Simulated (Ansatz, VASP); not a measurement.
GaN: VASP beside Ansatz

INCAR

```
SYSTEM = GaN
PREC = Accurate
ENCUT = 600
EDIFF = 1E-6
ISMEAR = 0
SIGMA = 0.01
LREAL = .FALSE.
LASPH = .TRUE.
NELM = 120
ALGO = Normal
ISIF = 2
LWAVE = .FALSE.
LCHARG = .FALSE.
GGA = PE
NBANDS = 16
GGA_COMPAT = .FALSE.
```

The input KPOINTS:

```
Automatic mesh
0
G
  8 8 8
  0 0 0
```

POSCAR

```
GaN
1.0
    3.1869310000      0.0000000000      0.0000000000
    1.5934655000      2.7599632061      0.0000000000
    1.5934655000      0.9199877354      2.6021182652
Ga N
1 1
Direct
    0.0000000000      0.0000000000      0.0000000000
    0.7500000000      0.7500000000      0.7500000000
```

Input for Ansatz:

```yaml
crystal:
  lattice:
    a: 3.186931
    b: 3.186931
    c: 3.186931
    alpha: 60.0
    beta: 60.0
    gamma: 60.0
  atoms:
    - { symbol: Ga, position: [0.0, 0.0, 0.0] }
    - { symbol: "N", position: [0.75, 0.75, 0.75] }
kpoints:
  mp_grid:
    grid: [8, 8, 8]
    shift: [0.0, 0.0, 0.0]
hamiltonian:
  xc: pbe
  pseudopotentials:
    kind: all_electron
    lapw: {}
scf:
  occupations:
    method: fixed
output:
  forces: true
  stress: true
  eigenvalues: true
```

Alike in both runs: task single point; functional PBE; k mesh 8 × 8 × 8; no spin polarisation.

|  | VASP | Ansatz |
| --- | --- | --- |
| version | VASP 6.6.1 | Ansatz 0.2.0 |
| potentials or method | VASP PAW PBE potentials, release 64 (Ga_d, N), cutoff 600 eV | all-electron (LAPW or listed datasets) |
| occupations | gaussian, width 0.01 eV | fixed |

Ansatz gave:

| Item | Value |
| --- | --- |
| gap on the k mesh at the Fermi level (eV) | 1.73 |
| pressure (GPa) | 4.9 |

**Question.** Which values does VASP return?

**Answer.** gap on the k mesh at the Fermi level (eV): 1.72; pressure (GPa): 4.9.

Ansatz ran all-electron here, and VASP with PAW potentials.
